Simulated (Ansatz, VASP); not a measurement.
**One calculation of CS2, two programs**

File INCAR:

```
SYSTEM = CS2
PREC = Accurate
ENCUT = 520
EDIFF = 1E-6
ISMEAR = -1
SIGMA = 0.05
LREAL = .False.
LASPH = .True.
NELM = 80
ALGO = Normal
ISIF = 2
LWAVE = .False.
LCHARG = .False.
GGA = PS
NBANDS = 25
```

The input KPOINTS:

```
Automatic mesh
0
Gamma
  6 6 3
  0 0 0
```

POSCAR

```
CS2
1.0
    3.6213188869     -2.9742173274      0.0000000000
    3.6213188869      2.9742173274      0.0000000000
    0.0000000000      0.0000000000      9.7851391890
S C
4 2
Direct
    0.1815210000      0.8184790000      0.8868670000
    0.3184790000      0.6815210000      0.3868670000
    0.6815210000      0.3184790000      0.6131330000
    0.8184790000      0.1815210000      0.1131330000
    0.5000000000      0.5000000000      0.5000000000
    0.0000000000      0.0000000000      0.0000000000
```

input.yaml

```yaml
crystal:
  lattice:
    - [3.6213188869, -2.9742173274, 0.0]
    - [3.6213188869, 2.9742173274, 0.0]
    - [0.0, 0.0, 9.785139189]
  atoms:
    - { symbol: S, position: [0.181521, 0.818479, 0.886867] }
    - { symbol: S, position: [0.318479, 0.681521, 0.386867] }
    - { symbol: S, position: [0.681521, 0.318479, 0.613133] }
    - { symbol: S, position: [0.818479, 0.181521, 0.113133] }
    - { symbol: C, position: [0.5, 0.5, 0.5] }
    - { symbol: C, position: [0.0, 0.0, 0.0] }
kpoints:
  mp_grid: { grid: [6, 6, 3] }
scf:
  occupations: { method: fermi_dirac, width: 0.05 }
hamiltonian:
  xc: pbesol
  pseudopotentials: { kind: all_electron, lapw: { basis_error: 0.001 } }
output:
  forces: true
  stress: true
  eigenvalues: true
```

Change from the starting cell: volume scaled by 0.98.

Alike in both runs: task single point; functional PBEsol; k mesh 6 × 6 × 3; occupations fermi-dirac, width 0.05 eV; no spin polarisation.

|  | VASP | Ansatz |
| --- | --- | --- |
| version | VASP 6.6.1 | Ansatz 0.2.0 |
| potentials or method | VASP PAW PBE potentials, release 64 (S, C), cutoff 520 eV | all-electron LAPW, scalar-relativistic |

```tsv
	VASP	Ansatz	Ansatz less VASP
gap on the k mesh at the Fermi level (eV)	3.45	3.42	-0.022
least direct gap on the mesh (eV)	3.45	3.42	-0.022
pressure (GPa)	0.4	0.8	+0.34
traceless stress, the component that is largest in VASP (GPa)	-0.65	-0.96	-0.310
rms of the force components (eV/Å)	0.196	0.288	+0.0918
```

VASP's potentials were made for PBE, not for PBEsol. Atom by atom the forces differ by 0.092 eV/Å (rms over components). Ansatz ran all-electron here, and VASP with PAW potentials.
